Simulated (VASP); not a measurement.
# Sn4SeS3 (Cmmm) in VASP: a series of runs

Runs on Sn4SeS3. Level: PBE. Tasks: single point.

Program: VASP 6.6.1. These are calculated values, not measurements. Logs are shortened: lines on timing, memory, paths and dates and some standing lists are left out, and cuts for length are marked.

## (1) The cell of the first run

The structure is orthorhombic, space group Cmmm (No. 65). The conventional cell has a = 8.347 Å, b = 11.807 Å, c = 4.176 Å, α = 90.00°, β = 90.00°, γ = 90.00°. Sn (site symmetry m2m) has 5 S at 2.91 to 2.95 Å and 1 Se at 2.99 Å within 3.8 Å. Sn (site symmetry 2mm) has 4 S at 2.91 to 2.95 Å and 2 Se at 2.99 Å within 3.8 Å. Within 3.9 Å of Se (site symmetry mmm) lie 6 Sn at 2.99 Å. S (site symmetry mmm) has 6 Sn at 2.91 Å within 3.8 Å. Within 3.9 Å of S (site symmetry 2/m) lie 6 Sn at 2.95 Å.

## (2) Single point, PBE

INCAR reads:

```
PREC = Accurate
ENCUT = 520
EDIFF = 1E-6
ISMEAR = 0
SIGMA = 0.1
LREAL = F
LASPH = T
NELM = 60
ALGO = Normal
ISIF = 2
LWAVE = F
LCHARG = T
GGA = PE
LELF = T
LVHAR = T
NBANDS = 50
```

KPOINTS reads:

```
regular mesh
0
Gamma
  4 2 2
```

POSCAR reads:

```
Sn4SeS3
1.0
    0.0000000000      0.0000000000      4.1755660000
    4.1732780000     -5.9036930000      0.0000000000
    4.1732780000      5.9036930000      0.0000000000
Sn Se S
4 1 3
Direct
    0.0000000000      0.2532240000      0.7467760000
    0.0000000000      0.7467760000      0.2532240000
    0.5000000000      0.2566860000      0.2566860000
    0.5000000000      0.7433140000      0.7433140000
    0.0000000000      0.0000000000      0.0000000000
    0.0000000000      0.5000000000      0.5000000000
    0.5000000000      1.0000000000      0.5000000000
    0.5000000000      0.5000000000      1.0000000000
```

Potentials or basis: VASP PAW PBE potentials, release 64 (Sn_d, Se, S).

Run with:

```
> cat potpaw_PBE.64/Sn_d/POTCAR potpaw_PBE.64/Se/POTCAR potpaw_PBE.64/S/POTCAR > POTCAR
> mpirun -np 1 vasp_std > vasp.out
```

OUTCAR:

```text
PREC = Accurate
   ENCUT = 520
   EDIFF = 1E-6
   ISMEAR = 0
   LREAL = F
   LASPH = T
   NELM = 60
   ISIF = 2
   GGA = PE

 ion  position               nearest neighbor table
   1  0.000  0.253  0.747-   6 2.91   7 2.95   8 2.95   7 2.95   8 2.95   5 2.99
   2  0.000  0.747  0.253-   6 2.91   7 2.95   8 2.95   7 2.95   8 2.95   5 2.99
   3  0.500  0.257  0.257-   6 2.91   6 2.91   8 2.95   7 2.95   5 2.99   5 2.99
   4  0.500  0.743  0.743-   6 2.91   6 2.91   8 2.95   7 2.95   5 2.99   5 2.99
   5  0.000  0.000  0.000-   1 2.99   2 2.99   3 2.99   4 2.99   3 2.99   4 2.99
   6  0.000  0.500  0.500-   3 2.91   4 2.91   3 2.91   4 2.91   1 2.91   2 2.91
   7  0.500  0.000  0.500-   1 2.95   2 2.95   1 2.95   2 2.95   3 2.95   4 2.95
   8  0.500  0.500  0.000-   1 2.95   2 2.95   1 2.95   2 2.95   3 2.95   4 2.95

  LATTYP: Found a base centered orthorhombic cell.
 ALAT       =     8.3465560000
 B/A-ratio  =     1.4146416798
 C/A-ratio  =     0.5002741250

  Lattice vectors:

 A1 = (   4.1732780000,  -5.9036930000,   0.0000000000)
 A2 = (   4.1732780000,   5.9036930000,   0.0000000000)
 A3 = (   0.0000000000,   0.0000000000,   4.1755660000)

Analysis of symmetry for initial positions (statically):
=====================================================================
 Subroutine PRICEL returns:
 Original cell was already a primitive cell.

 Routine SETGRP: Setting up the symmetry group for a
 base centered orthorhombic supercell.

 Subroutine GETGRP returns: Found  8 space group operations
 (whereof  8 operations were pure point group operations)
 out of a pool of  8 trial point group operations.

The static configuration has the point symmetry D_2h.

Analysis of symmetry for dynamics (positions and initial velocities):
=====================================================================
 Subroutine PRICEL returns:
 Original cell was already a primitive cell.

 Routine SETGRP: Setting up the symmetry group for a
 base centered orthorhombic supercell.

 Subroutine GETGRP returns: Found  8 space group operations
 (whereof  8 operations were pure point group operations)
 out of a pool of  8 trial point group operations.

The dynamic configuration has the point symmetry D_2h.

 Subroutine INISYM returns: Found  8 space group operations
 (whereof  8 operations are pure point group operations),
 and found     1 'primitive' translations

----------------------------------------------------------------------------------------

                                     Primitive cell

  volume of cell :     205.7531

  direct lattice vectors                    reciprocal lattice vectors
     0.000000000  0.000000000  4.175566000     0.000000000  0.000000000  0.239488491
     4.173278000 -5.903693000  0.000000000     0.119809895 -0.084692751  0.000000000
     4.173278000  5.903693000  0.000000000     0.119809895  0.084692751  0.000000000

  length of vectors
     4.175566000  7.229788400  7.229788400     0.239488491  0.146721754  0.146721754

  position of ions in fractional coordinates (direct lattice)
     0.000000000  0.253224000  0.746776000
     0.000000000  0.746776000  0.253224000
     0.500000000  0.256686000  0.256686000
     0.500000000  0.743314000  0.743314000
     0.000000000  0.000000000  0.000000000
     0.000000000  0.500000000  0.500000000
     0.500000000  0.000000000  0.500000000
     0.500000000  0.500000000  0.000000000

  ion indices of the primitive-cell ions
   primitive index   ion index
                 1           1
                 2           2
                 3           3
                 4           4
                 5           5
                 6           6
                 7           7
                 8           8

----------------------------------------------------------------------------------------

 KPOINTS: regular mesh

Automatic generation of k-mesh.
 Grid dimensions read from file:
 generate k-points for:    4    2    2

 Generating k-lattice:

  Cartesian coordinates                     Fractional coordinates (reciprocal lattice)
     0.000000000  0.000000000  0.059872123     0.250000000  0.000000000  0.000000000
     0.059904948 -0.042346375  0.000000000     0.000000000  0.500000000  0.000000000
     0.059904948  0.042346375  0.000000000     0.000000000  0.000000000  0.500000000

  Length of vectors
     0.059872123  0.073360877  0.073360877

  Shift w.r.t. Gamma in fractional coordinates (k-lattice)
     0.000000000  0.000000000  0.000000000

 Subroutine IBZKPT returns following result:
 ===========================================

 Found      9 irreducible k-points:

 Following reciprocal coordinates:
            Coordinates               Weight
  0.000000  0.000000  0.000000      1.000000
  0.250000  0.000000  0.000000      2.000000
  0.500000  0.000000  0.000000      1.000000
  0.000000  0.500000 -0.000000      2.000000
  0.250000  0.500000 -0.000000      4.000000
  0.500000  0.500000 -0.000000      2.000000
  0.000000  0.500000  0.500000      1.000000
  0.250000  0.500000  0.500000      2.000000
  0.500000  0.500000  0.500000      1.000000
   k-points           NKPTS =      9   k-points in BZ     NKDIM =      9   number of bands    NBANDS=     50
   number of dos      NEDOS =    301   number of ions     NIONS =      8
   total plane-waves  NPLWV =  93312
   dimension x,y,z NGX =    32 NGY =   54 NGZ =   54
   dimension x,y,z NGXF=    64 NGYF=  108 NGZF=  108
   ions per type =               4   1   3
   NGX,Y,Z   is equivalent  to a cutoff of  12.74, 12.42, 12.42 a.u.
   NGXF,Y,Z  is equivalent  to a cutoff of  25.48, 24.83, 24.83 a.u.
 SYSTEM =  unknown system
   PREC   = accura    normal or accurate (medium, high low for compatibility)
   ISTART =      0    job   : 0-new  1-cont  2-samecut
   ICHARG =      2    charge: 1-file 2-atom 10-const
   ISPIN  =      1    spin polarized calculation?
   LNONCOLLINEAR =      F non collinear calculations
   LSORBIT =      F    spin-orbit coupling
   LASPH  =      T    aspherical Exc in radial PAW
   ENCUT  =  520.0 eV  38.22 Ry    6.18 a.u.   7.76 13.44 13.44*2*pi/ulx,y,z
   NELM   =     60;   NELMIN=  2; NELMDL= -5     # of ELM steps
   EDIFF  = 0.1E-05   stopping-criterion for ELM
   LREAL  =      F    real-space projection
   EDIFFG = 0.1E-04   stopping-criterion for IOM
   NSW    =      0    number of steps for IOM
   IBRION =     -1    ionic relax: 0-MD 1-quasi-New 2-CG
   NFREE  =      0    steps in history (QN), initial steepest desc. (CG)
   ISIF   =      2    stress and relaxation
   ISYM   =      2    0-nonsym 1-usesym 2-fastsym
   POTIM  = 0.5000    time-step for ionic-motion
   TEBEG  =    0.0;   TEEND  =   0.0 temperature during run
   PSTRESS=    0.0 pullay stress
   NELECT =      80.0000    total number of electrons
   NUPDOWN=      -1.0000    fix difference up-down
   EMIN   =  10.00;   EMAX   =-10.00  energy-range for DOS
   EFERMI =   0.00;   METHOD = LEGACY
   ISMEAR =     0;   SIGMA  =   0.10  broadening in eV -4-tet -1-fermi 0-gaus
   EFERMI_NEDOS =   21; number of points for ismear=-14 and -15
   IALGO  =     38    algorithm
   IMIX   =      4    mixing-type and parameters
     AMIX     =   0.40;   BMIX     =  1.00
     AMIX_MAG =   1.60;   BMIX_MAG =  1.00
  volume/ion in A,a.u.               =      25.72       173.56
  Fermi-wavevector in a.u.,A,eV,Ry     =   1.194876  2.257987 19.425414  1.427728
  Thomas-Fermi vector in A             =   2.330855
   LORBIT       =      0    0 simple, 1 ext, 2 COOP (PROOUT), +10 PAW based schemes
   GGA     = PE    functional components
   LHFCALC =     F    Hartree Fock is set to
   AEXX    =    0.0000 exact exchange contribution
   IVDW    =     0    specifies the selected vdW correction
   LEPSILON=     F    determine dielectric tensor
   LRPA    =     F    only Hartree local field effects (RPA)
 non-spin polarized calculation
 Gauss-broadening in eV      SIGMA  =   0.10
  energy-cutoff  :      520.00
  volume of cell :      205.75
 maximum number of plane-waves:      5548
 NGX is ok and might be reduce to    32
   NGX = 15   NGY = 27   NGZ = 27

 number of electron      79.9999970 magnetization

 Free energy of the ion-electron system (eV)
  ---------------------------------------------------
  ext. energy  EPLUGINS =         0.00000000
  ---------------------------------------------------
  free energy    TOTEN  =       -34.53243150 eV

  energy without entropy =      -34.53227463  energy(sigma->0) =      -34.53235306

 E-fermi :   6.3012     XC(G=0):  -9.6722

 val. band max:        6.0927537346   @ k =   0.5000   0.5000   0.5000
 cond. band min:       6.5130996501   @ k =   0.0000   0.0000   0.0000
 fundamental gap:      0.4203459155
 Fermi energy:         6.3012296601

 k-point     1 :       0.0000    0.0000    0.0000
  band No.  band energies     occupation
      1     -15.6639      2.00000
      2     -15.6462      2.00000
      3     -15.6441      2.00000
      4     -15.6398      2.00000
      5     -15.6398      2.00000
      6     -15.6390      2.00000
[... 42 lines left out ...]
     49      10.6076      0.00000
     50      10.6096      0.00000

 k-point     2 :       0.2500    0.0000    0.0000
  band No.  band energies     occupation
      1     -15.6566      2.00000
      2     -15.6443      2.00000
      3     -15.6426      2.00000
      4     -15.6408      2.00000
      5     -15.6382      2.00000
      6     -15.6377      2.00000
[... 42 lines left out ...]
     49       9.7077      0.00000
     50       9.9636      0.00000

 k-point     3 :       0.5000    0.0000    0.0000
  band No.  band energies     occupation
      1     -15.6503      2.00000
      2     -15.6497      2.00000
      3     -15.6456      2.00000
      4     -15.6367      2.00000
      5     -15.6366      2.00000
      6     -15.6365      2.00000
[... 307 lines left out ...]
     49       9.6506      0.00000
     50       9.8418      0.00000

 k-point     9 :       0.5000    0.5000    0.5000
  band No.  band energies     occupation
      1     -15.6619      2.00000
      2     -15.6584      2.00000
      3     -15.6470      2.00000
      4     -15.6461      2.00000
      5     -15.6459      2.00000
      6     -15.6401      2.00000
[... 42 lines left out ...]
     49      11.1462      0.00000
     50      11.1836      0.00000

------------------------ aborting loop because EDIFF is reached ----------------------------------------

  FORCE on cell =-STRESS in cart. coord.  units (eV):
  Direction    XX          YY          ZZ          XY          YZ          ZX
  --------------------------------------------------------------------------------------
  -------------------------------------------------------------------------------------
  Total       -1.3150686     -1.6515214     -1.4529626      0.0000000      0.0000000      0.0000000
  in kB      -10.2402973    -12.8602189    -11.3140626      0.0000000      0.0000000      0.0000000
  external PRESSURE =     -11.4715263 kB  Pullay stress =       0.0000000 kB

 VOLUME and BASIS-vectors are now :
 -----------------------------------------------------------------------------
  energy-cutoff  :      520.00
  volume of cell :      205.75
      direct lattice vectors                 reciprocal lattice vectors
     0.000000000  0.000000000  4.175566000     0.000000000  0.000000000  0.239488491
     4.173278000 -5.903693000  0.000000000     0.119809895 -0.084692751  0.000000000
     4.173278000  5.903693000  0.000000000     0.119809895  0.084692751  0.000000000

 POSITION                                       TOTAL-FORCE (eV/Angst)
 -----------------------------------------------------------------------------------
      4.17328      2.91378      0.00000         0.000000      0.006088      0.000000
      4.17328     -2.91378      0.00000         0.000000     -0.006088      0.000000
      2.14244      0.00000      2.08778        -0.004933      0.000000      0.000000
      6.20411      0.00000      2.08778         0.004933      0.000000      0.000000
      0.00000      0.00000      0.00000        -0.000000      0.000000      0.000000
      4.17328      0.00000      0.00000         0.000000      0.000000      0.000000
      2.08664      2.95185      2.08778         0.000000      0.000000      0.000000
      2.08664     -2.95185      2.08778         0.000000      0.000000      0.000000
 -----------------------------------------------------------------------------------
    total drift:                                0.000000      0.000000      0.000000

  FREE ENERGIE OF THE ION-ELECTRON SYSTEM (eV)
  ---------------------------------------------------
  free  energy   TOTEN  =       -34.5324314968 eV

  energy  without entropy=      -34.5322746288  energy(sigma->0) =      -34.53235306
```

It took 3.1 min on 1 thread of Intel Xeon 8259CL, shared host; peak memory 0.32 GiB.

What came out:

```yaml
Free_energy: -34.5324 eV
Pressure: -1.1 GPa
Largest_force: 0.006 eV/Å
Band_gap_on_the_k_mesh: 0.42 eV
```

Forces on the atoms (eV/Å):
```
Sn   0.000  0.006  0.000
Sn   0.000 -0.006  0.000
Sn  -0.005  0.000  0.000
Sn   0.005  0.000  0.000
Se   0.000  0.000  0.000
S    0.000  0.000  0.000
S    0.000  0.000  0.000
S    0.000  0.000  0.000
```

Stress tensor (GPa, compression positive):
```
-1.02  0.00  0.00
 0.00 -1.29  0.00
 0.00  0.00 -1.13
```

Caveat: the k points lie up to 0.46 Å⁻¹ apart; spin-orbit coupling is left out, which moves the levels of the heavy elements.

## (3) Single point, PBE

INCAR reads:

```
SYSTEM = Sn4SeS3
PREC = Accurate
ENCUT = 520
EDIFF = 1E-6
ISMEAR = 0
SIGMA = 0.1
LREAL = .False.
LASPH = .True.
NELM = 60
ALGO = Normal
ISIF = 2
LWAVE = .False.
LCHARG = .False.
GGA = PE
NBANDS = 50
```

KPOINTS reads:

```
regular mesh
0
Gamma
  4 4 4
  0 0 0
```

POSCAR reads:

```
Sn4SeS3
1.0
    4.1732780000     -5.9036930000      0.0000000000
    4.1732780000      5.9036930000      0.0000000000
    0.0000000000      0.0000000000      4.1755660000
Sn Se S
4 1 3
Direct
    0.2532240000      0.7467760000      0.0000000000
    0.7467760000      0.2532240000      0.0000000000
    0.2566860000      0.2566860000      0.5000000000
    0.7433140000      0.7433140000      0.5000000000
    0.0000000000      0.0000000000      0.0000000000
    0.5000000000      0.5000000000      0.0000000000
    0.0000000000      0.5000000000      0.5000000000
    0.5000000000      0.0000000000      0.5000000000
```

Potentials or basis: VASP PAW PBE potentials, release 64 (Sn_d, Se, S).

Run with:

```
> cat potpaw_PBE.64/Sn_d/POTCAR potpaw_PBE.64/Se/POTCAR potpaw_PBE.64/S/POTCAR > POTCAR
> mpirun -np 1 vasp_std > vasp.out
```

Wall time 7.5 min (1 thread of Intel Xeon 8259CL, shared host); peak memory 0.4 GiB.

It converged, with:

```
Free energy            : -34.5620 eV
Pressure               : -0.4 GPa
Band gap on the k mesh : 0.43 eV
```

Forces on the atoms (eV/Å):
```
Sn   0.000  0.000  0.000
Sn   0.000  0.000  0.000
Sn   0.002  0.000  0.000
Sn  -0.002  0.000  0.000
Se   0.000  0.000  0.000
S    0.000  0.000  0.000
S    0.000  0.000  0.000
S    0.000  0.000  0.000
```

Levels at points of the mesh, in eV from the valence-band top:
```tsv
k point	band 38	band 39	band 40	band 41	band 42	band 43
(0.00, 0.00, 0.00)	-2.10	-0.07	0.00	0.43	0.50	1.30
(0.50, 0.00, 0.00)	-2.21	-1.17	-1.15	2.13	2.15	2.48
(0.50, 0.50, 0.00)	-1.75	-0.75	-0.62	1.01	1.14	1.76
(0.00, 0.00, 0.50)	-0.99	-0.75	-0.62	1.03	1.13	1.61
(0.50, 0.00, 0.50)	-2.25	-2.23	-2.21	2.33	2.48	2.52
(0.50, 0.50, 0.50)	-2.23	-0.08	0.00	0.43	0.49	1.31
```

Caveat: spin-orbit coupling is left out, which moves the levels of the heavy elements. A k mesh can miss the band edges.
